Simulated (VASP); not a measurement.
# V (Im-3m) in VASP: notebook

V is run at these levels: LDA; tasks: single point.

All numbers are computed with VASP 6.6.1; they aren't measurements. Logs are shortened: lines on timing, memory, paths and dates and some standing lists are left out, and cuts for length are marked.

## (1) The cell of the first run

It takes space group Im-3m (No. 229, cubic). The conventional cell has a = 2.967 Å, b = 2.967 Å, c = 2.967 Å, α = 90.00°, β = 90.00°, γ = 90.00°. Within 3.4 Å of V (site symmetry m-3m) lie 14 V at 2.57 to 2.97 Å.

## (2) Single point, LDA, collinear spin, ferromagnetic start (volume scaled by 0.94)

Contents of INCAR:

```
SYSTEM = V
ALGO = Fast
EDIFF = 1E-6
ENCUT = 520
ISIF = 2
ISMEAR = -1
ISPIN = 2
LASPH = .True.
LCHARG = .False.
LMAXMIX = 4
LORBIT = 11
LREAL = .False.
LWAVE = .False.
MAGMOM = 2
NBANDS = 16
NELM = 150
PREC = Accurate
SIGMA = 0.05
```

Contents of KPOINTS:

```
k-points
0
Gamma
  12 12 12
  0 0 0
```

Contents of POSCAR:

```
V
1.0
   -1.4834362237      1.4834362237      1.4834362237
    1.4834362237     -1.4834362237      1.4834362237
    1.4834362237      1.4834362237     -1.4834362237
V
1
Direct
    0.0000000000      0.0000000000      0.0000000000
```

Potentials or basis: VASP PAW LDA potentials, release 64 (V_sv).

Run with:

```bash
$ cat potpaw_LDA.64/V_sv/POTCAR > POTCAR
$ mpirun -np 1 vasp_std > vasp.out
```

OUTCAR:

```text
SYSTEM = V
   EDIFF = 1E-6
   ENCUT = 520
   ISIF = 2
   ISMEAR = -1
   ISPIN = 2
   LASPH = .True.
   LORBIT = 11
   LREAL = .False.
   NELM = 150
   PREC = Accurate

 ion  position               nearest neighbor table
   1  0.000  0.000  0.000-

  LATTYP: Found a body centered cubic cell.
 ALAT       =     2.9668724474

  Lattice vectors:

 A1 = (  -1.4834362237,   1.4834362237,   1.4834362237)
 A2 = (   1.4834362237,  -1.4834362237,   1.4834362237)
 A3 = (   1.4834362237,   1.4834362237,  -1.4834362237)

Analysis of symmetry for initial positions (statically):
=====================================================================
 Subroutine PRICEL returns:
 Original cell was already a primitive cell.

 Routine SETGRP: Setting up the symmetry group for a
 body centered cubic supercell.

 Subroutine GETGRP returns: Found 48 space group operations
 (whereof 48 operations were pure point group operations)
 out of a pool of 48 trial point group operations.

The static configuration has the point symmetry O_h .

Analysis of symmetry for dynamics (positions and initial velocities):
=====================================================================
 Subroutine PRICEL returns:
 Original cell was already a primitive cell.

 Routine SETGRP: Setting up the symmetry group for a
 body centered cubic supercell.

 Subroutine GETGRP returns: Found 48 space group operations
 (whereof 48 operations were pure point group operations)
 out of a pool of 48 trial point group operations.

The dynamic configuration has the point symmetry O_h .

Analysis of structural, dynamic, and magnetic symmetry:
=====================================================================
 Subroutine PRICEL returns:
 Original cell was already a primitive cell.

 Routine SETGRP: Setting up the symmetry group for a
 body centered cubic supercell.

 Subroutine GETGRP returns: Found 48 space group operations
 (whereof 48 operations were pure point group operations)
 out of a pool of 48 trial point group operations.

The overall configuration has the point symmetry O_h .

 Subroutine INISYM returns: Found 48 space group operations
 (whereof 48 operations are pure point group operations),
 and found     1 'primitive' translations

----------------------------------------------------------------------------------------

                                     Primitive cell

  volume of cell :      13.0577

  direct lattice vectors                    reciprocal lattice vectors
    -1.483436224  1.483436224  1.483436224     0.000000000  0.337055272  0.337055272
     1.483436224 -1.483436224  1.483436224     0.337055272  0.000000000  0.337055272
     1.483436224  1.483436224 -1.483436224     0.337055272  0.337055272  0.000000000

  length of vectors
     2.569386909  2.569386909  2.569386909     0.476668137  0.476668137  0.476668137

  position of ions in fractional coordinates (direct lattice)
     0.000000000  0.000000000  0.000000000

  ion indices of the primitive-cell ions
   primitive index   ion index
                 1           1

----------------------------------------------------------------------------------------

 KPOINTS: k-points

Automatic generation of k-mesh.
 Grid dimensions read from file:
 generate k-points for:   12   12   12

 Generating k-lattice:

  Cartesian coordinates                     Fractional coordinates (reciprocal lattice)
     0.000000000  0.028087939  0.028087939     0.083333333  0.000000000  0.000000000
     0.028087939  0.000000000  0.028087939     0.000000000  0.083333333  0.000000000
     0.028087939  0.028087939  0.000000000     0.000000000  0.000000000  0.083333333

  Length of vectors
     0.039722345  0.039722345  0.039722345

  Shift w.r.t. Gamma in fractional coordinates (k-lattice)
     0.000000000  0.000000000  0.000000000

 Subroutine IBZKPT returns following result:
 ===========================================

 Found     72 irreducible k-points:

 Following reciprocal coordinates:
            Coordinates               Weight
  0.000000  0.000000  0.000000      1.000000
  0.083333  0.000000  0.000000     12.000000
  0.166667  0.000000  0.000000     12.000000
  0.250000  0.000000  0.000000     12.000000
  0.333333  0.000000  0.000000     12.000000
  0.416667  0.000000  0.000000     12.000000
[... 16 lines left out ...]
  0.333333  0.083333  0.083333     24.000000
  0.416667  0.083333  0.083333     12.000000
 [... further k-points ...]
   k-points           NKPTS =     72   k-points in BZ     NKDIM =     72   number of bands    NBANDS=     16
   number of dos      NEDOS =    301   number of ions     NIONS =      1
   total plane-waves  NPLWV =   8000
   dimension x,y,z NGX =    20 NGY =   20 NGZ =   20
   dimension x,y,z NGXF=    40 NGYF=   40 NGZF=   40
   ions per type =               1
   NGX,Y,Z   is equivalent  to a cutoff of  12.94, 12.94, 12.94 a.u.
   NGXF,Y,Z  is equivalent  to a cutoff of  25.88, 25.88, 25.88 a.u.
 SYSTEM =  V
   PREC   = accura    normal or accurate (medium, high low for compatibility)
   ISTART =      0    job   : 0-new  1-cont  2-samecut
   ICHARG =      2    charge: 1-file 2-atom 10-const
   ISPIN  =      2    spin polarized calculation?
   LNONCOLLINEAR =      F non collinear calculations
   LSORBIT =      F    spin-orbit coupling
   LASPH  =      T    aspherical Exc in radial PAW
   ENCUT  =  520.0 eV  38.22 Ry    6.18 a.u.   4.78  4.78  4.78*2*pi/ulx,y,z
   NELM   =    150;   NELMIN=  2; NELMDL= -5     # of ELM steps
   EDIFF  = 0.1E-05   stopping-criterion for ELM
   LREAL  =      F    real-space projection
[... 7 lines left out ...]
   TEBEG  =    0.0;   TEEND  =   0.0 temperature during run
   PSTRESS=    0.0 pullay stress
   NELECT =      13.0000    total number of electrons
   NUPDOWN=      -1.0000    fix difference up-down
   EMIN   =  10.00;   EMAX   =-10.00  energy-range for DOS
   EFERMI =   0.00;   METHOD = LEGACY
   ISMEAR =    -1;   SIGMA  =   0.05  broadening in eV -4-tet -1-fermi 0-gaus
   EFERMI_NEDOS =   21; number of points for ismear=-14 and -15
   IALGO  =     68    algorithm
   IMIX   =      4    mixing-type and parameters
     AMIX     =   0.40;   BMIX     =  1.00
     AMIX_MAG =   1.60;   BMIX_MAG =  1.00
  volume/ion in A,a.u.               =      13.06        88.12
  Fermi-wavevector in a.u.,A,eV,Ry     =   1.634684  3.089104 36.357364  2.672191
  Thomas-Fermi vector in A             =   2.726282
   LORBIT       =     11    0 simple, 1 ext, 2 COOP (PROOUT), +10 PAW based schemes
   GGA     = CA    functional components
   LHFCALC =     F    Hartree Fock is set to
   AEXX    =    0.0000 exact exchange contribution
   IVDW    =     0    specifies the selected vdW correction
   LEPSILON=     F    determine dielectric tensor
   LRPA    =     F    only Hartree local field effects (RPA)
 spin polarized calculation
 RMM-DIIS sequential band-by-band and
  energy-cutoff  :      520.00
  volume of cell :       13.06
 maximum number of plane-waves:       370
   NGX =  9   NGY =  9   NGZ =  9

 number of electron      12.9999998 magnetization       0.0003865

 Free energy of the ion-electron system (eV)
  ---------------------------------------------------
  ext. energy  EPLUGINS =         0.00000000
  ---------------------------------------------------
  free energy    TOTEN  =        -9.94012052 eV

  energy without entropy =       -9.92232562  energy(sigma->0) =       -9.93122307

 E-fermi :   9.8777     XC(G=0): -13.3962

 val. band max:        9.8766056093   @ k =   0.3333   0.1667   0.0833
 cond. band min:       9.8858077725   @ k =   0.3333   0.1667   0.0000
 fundamental gap:      0.0092021632
 Fermi energy:         9.8777190869

 spin component 1

 k-point     1 :       0.0000    0.0000    0.0000
  band No.  band energies     occupation
      1     -53.0352      1.00000
      2     -26.6844      1.00000
      3     -26.6844      1.00000
      4     -26.6844      1.00000
      5       3.2985      1.00000
      6      10.2798      0.00032
[... 8 lines left out ...]
     15      38.0475      0.00000
     16      42.4069      0.00000

 k-point     2 :       0.0833    0.0000    0.0000
  band No.  band energies     occupation
      1     -53.0197      1.00000
      2     -26.7561      1.00000
      3     -26.7061      1.00000
      4     -26.6849      1.00000
      5       3.5863      1.00000
      6      10.1561      0.00380
[... 8 lines left out ...]
     15      38.4556      0.00000
     16      40.0141      0.00000

 k-point     3 :       0.1667    0.0000    0.0000
  band No.  band energies     occupation
      1     -52.9770      1.00000
      2     -26.9497      1.00000
      3     -26.7651      1.00000
      4     -26.6865      1.00000
      5       4.3886      1.00000
      6       9.8321      0.71343
[... 8 lines left out ...]
     15      37.2535      0.00000
     16      37.8139      0.00000

 k-point     4 :       0.2500    0.0000    0.0000
  band No.  band energies     occupation
      1     -52.9183      1.00000
      2     -27.2083      1.00000
      3     -26.8448      1.00000
      4     -26.6887      1.00000
      5       5.4802      1.00000
      6       9.4184      0.99990
[... 8 lines left out ...]
     15      36.9786      0.00000
     16      37.6582      0.00000
[... 324 lines left out ...]
 k-point    22 :       0.2500    0.0833    0.0833
  band No.  band energies     occupation
      1     -52.8476      1.00000
      2     -27.4667      1.00000
      3     -26.9328      1.00000
      4     -26.7513      1.00000
      5       6.8647      1.00000
      6       8.8927      1.00000
[... 8 lines left out ...]
     15      39.7589      0.00000
     16      40.7323      0.00000

 k-point    23 :       0.3333    0.0833    0.0833
  band No.  band energies     occupation
      1     -52.8088      1.00000
      2     -27.5933      1.00000
      3     -27.0179      1.00000
      4     -26.7570      1.00000
      5       7.0892      1.00000
      6       8.6658      1.00000
[... 8 lines left out ...]
     15      39.5838      0.00000
     16      40.6460      0.00000

 k-point    24 :       0.4167    0.0833    0.0833
  band No.  band energies     occupation
      1     -52.7945      1.00000
      2     -27.6381      1.00000
      3     -27.0500      1.00000
      4     -26.7591      1.00000
      5       7.0717      1.00000
      6       8.5877      1.00000
[... 8 lines left out ...]
     15      39.9081      0.00000
     16      39.9266      0.00000

 [... further k-points ...]

 spin component 2

 k-point     1 :       0.0000    0.0000    0.0000
  band No.  band energies     occupation
      1     -53.0350      1.00000
      2     -26.6841      1.00000
      3     -26.6841      1.00000
      4     -26.6841      1.00000
      5       3.2987      1.00000
      6      10.2800      0.00032
[... 8 lines left out ...]
     15      38.0478      0.00000
     16      42.6740      0.00000

 k-point     2 :       0.0833    0.0000    0.0000
  band No.  band energies     occupation
      1     -53.0194      1.00000
      2     -26.7559      1.00000
      3     -26.7058      1.00000
      4     -26.6847      1.00000
      5       3.5865      1.00000
      6      10.1564      0.00378
[... 8 lines left out ...]
     15      38.4572      0.00000
     16      40.0138      0.00000

 k-point     3 :       0.1667    0.0000    0.0000
  band No.  band energies     occupation
      1     -52.9768      1.00000
      2     -26.9495      1.00000
      3     -26.7649      1.00000
      4     -26.6863      1.00000
      5       4.3888      1.00000
      6       9.8324      0.71234
[... 8 lines left out ...]
     15      37.2536      0.00000
     16      37.8266      0.00000

 k-point     4 :       0.2500    0.0000    0.0000
  band No.  band energies     occupation
      1     -52.9181      1.00000
      2     -27.2081      1.00000
      3     -26.8446      1.00000
      4     -26.6884      1.00000
      5       5.4804      1.00000
      6       9.4187      0.99990
[... 8 lines left out ...]
     15      36.9795      0.00000
     16      37.6585      0.00000
[... 324 lines left out ...]
 k-point    22 :       0.2500    0.0833    0.0833
  band No.  band energies     occupation
      1     -52.8473      1.00000
      2     -27.4665      1.00000
      3     -26.9326      1.00000
      4     -26.7510      1.00000
      5       6.8650      1.00000
      6       8.8930      1.00000
[... 8 lines left out ...]
     15      39.7639      0.00000
     16      40.7327      0.00000

 k-point    23 :       0.3333    0.0833    0.0833
  band No.  band energies     occupation
      1     -52.8085      1.00000
      2     -27.5931      1.00000
      3     -27.0177      1.00000
      4     -26.7568      1.00000
      5       7.0895      1.00000
      6       8.6661      1.00000
[... 8 lines left out ...]
     15      39.5840      0.00000
     16      40.6463      0.00000

 k-point    24 :       0.4167    0.0833    0.0833
  band No.  band energies     occupation
      1     -52.7942      1.00000
      2     -27.6379      1.00000
      3     -27.0498      1.00000
      4     -26.7589      1.00000
      5       7.0719      1.00000
      6       8.5880      1.00000
[... 8 lines left out ...]
     15      39.9083      0.00000
     16      39.9268      0.00000

 [... further k-points ...]
[... 5 lines left out ...]
  --------------------------------------------------------------------------------------
  -------------------------------------------------------------------------------------
  Total       -0.6379302     -0.6379302     -0.6379302      0.0000000     -0.0000000      0.0000000
  in kB      -78.2739312    -78.2739312    -78.2739312      0.0000000     -0.0000000      0.0000000
  external PRESSURE =     -78.2739312 kB  Pullay stress =       0.0000000 kB

 VOLUME and BASIS-vectors are now :
 -----------------------------------------------------------------------------
  energy-cutoff  :      520.00
  volume of cell :       13.06
      direct lattice vectors                 reciprocal lattice vectors
    -1.483436224  1.483436224  1.483436224     0.000000000  0.337055272  0.337055272
     1.483436224 -1.483436224  1.483436224     0.337055272  0.000000000  0.337055272
     1.483436224  1.483436224 -1.483436224     0.337055272  0.337055272  0.000000000

 POSITION                                       TOTAL-FORCE (eV/Angst)
 -----------------------------------------------------------------------------------
      0.00000      0.00000      0.00000        -0.000000     -0.000000     -0.000000
 -----------------------------------------------------------------------------------
    total drift:                                0.000000      0.000000      0.000000

  FREE ENERGIE OF THE ION-ELECTRON SYSTEM (eV)
  ---------------------------------------------------
  free  energy   TOTEN  =        -9.9401205238 eV

  energy  without entropy=       -9.9223256214  energy(sigma->0) =       -9.93122307

 total charge

# of ion       s       p       d       tot
------------------------------------------
    1        2.353   6.224   3.157  11.734

 magnetization (x)

# of ion       s       p       d       tot
------------------------------------------
    1        0.000   0.000   0.000   0.000
```

Run time: 17 s. Hardware: 1 thread of Intel Xeon Platinum 8488C (Sapphire Rapids), shared host; peak memory 0.13 GiB.

Results:

* Free energy: -9.9401 eV
* Pressure: -7.8 GPa
* Net moment: 0.00 μB per cell
* Valence electrons inside the program's atomic spheres: V 11.73

## (3) Single point, LDA, collinear spin, ferromagnetic start (volume scaled by 0.96)

Contents of INCAR:

```
SYSTEM = V
ALGO     = Normal         ! electronic algorithm
EDIFF    = 1E-6           ! SCF threshold, eV
ENCUT    = 520            ! plane-wave cutoff, eV
GGA      = CA             ! functional
ISIF     = 2              ! what is computed and relaxed
ISMEAR   = -1             ! smearing method
ISPIN    = 2              ! spin polarisation
LASPH    = .TRUE.         ! aspherical terms in the spheres
LCHARG   = .FALSE.        ! write CHGCAR
LMAXMIX  = 4              ! l up to which the mixer works
LORBIT   = 11             ! projections on sites
LREAL    = .FALSE.        ! projectors in reciprocal space
LWAVE    = .FALSE.        ! write WAVECAR
MAGMOM   = 2              ! initial moments
NBANDS   = 16             ! bands
NELM     = 150            ! most SCF steps
PREC     = Accurate       ! precision mode
SIGMA    = 0.05           ! smearing width, eV
```

Contents of KPOINTS:

```
k-points
0
G
  12 12 12
  0 0 0
```

Contents of POSCAR:

```
V
1.0
   -1.4938833019      1.4938833019      1.4938833019
    1.4938833019     -1.4938833019      1.4938833019
    1.4938833019      1.4938833019     -1.4938833019
V
1
Direct
    0.0000000000      0.0000000000      0.0000000000
```

Potentials or basis: VASP PAW LDA potentials, release 64 (V_sv).

Run with:

```bash
$ cat potpaw_LDA.64/V_sv/POTCAR > POTCAR
$ mpirun -np 1 vasp_std > vasp.out
```

OUTCAR:

```text
SYSTEM = V
   EDIFF = 1E-6
   ENCUT = 520
   GGA = CA
   ISIF = 2
   ISMEAR = -1
   ISPIN = 2
   LASPH = .TRUE.
   LORBIT = 11
   LREAL = .FALSE.
   NELM = 150
   PREC = Accurate

 ion  position               nearest neighbor table
   1  0.000  0.000  0.000-

  LATTYP: Found a body centered cubic cell.
 ALAT       =     2.9877666038

  Lattice vectors:

 A1 = (  -1.4938833019,   1.4938833019,   1.4938833019)
[... 1119 lines left out ...]
  --------------------------------------------------------------------------------------
  -------------------------------------------------------------------------------------
  Total       -0.9460668     -0.9460668     -0.9460668      0.0000000      0.0000000     -0.0000000
  in kB     -113.6638568   -113.6638568   -113.6638568      0.0000000      0.0000000     -0.0000000
  external PRESSURE =    -113.6638568 kB  Pullay stress =       0.0000000 kB

 VOLUME and BASIS-vectors are now :
 -----------------------------------------------------------------------------
  energy-cutoff  :      520.00
  volume of cell :       13.34
      direct lattice vectors                 reciprocal lattice vectors
    -1.493883302  1.493883302  1.493883302     0.000000000  0.334698165  0.334698165
     1.493883302 -1.493883302  1.493883302     0.334698165  0.000000000  0.334698165
     1.493883302  1.493883302 -1.493883302     0.334698165  0.334698165  0.000000000

 POSITION                                       TOTAL-FORCE (eV/Angst)
 -----------------------------------------------------------------------------------
      0.00000      0.00000      0.00000        -0.000000      0.000000      0.000000
 -----------------------------------------------------------------------------------
    total drift:                                0.000000      0.000000      0.000000

  FREE ENERGIE OF THE ION-ELECTRON SYSTEM (eV)
  ---------------------------------------------------
  free  energy   TOTEN  =        -9.9235465312 eV

  energy  without entropy=       -9.9052532374  energy(sigma->0) =       -9.91439988

 total charge

# of ion       s       p       d       tot
------------------------------------------
    1        2.347   6.218   3.131  11.696

 magnetization (x)

# of ion       s       p       d       tot
------------------------------------------
    1        0.000   0.000   0.000   0.001
```

It took 17 s on 1 thread of Intel Xeon Platinum 8488C (Sapphire Rapids), shared host; peak memory 0.14 GiB.

What came out:

```
Free energy                                           : -9.9235 eV
Pressure                                              : -11.4 GPa
Net moment                                            : 0.00 μB per cell
Valence electrons inside the program's atomic spheres : V 11.70
```
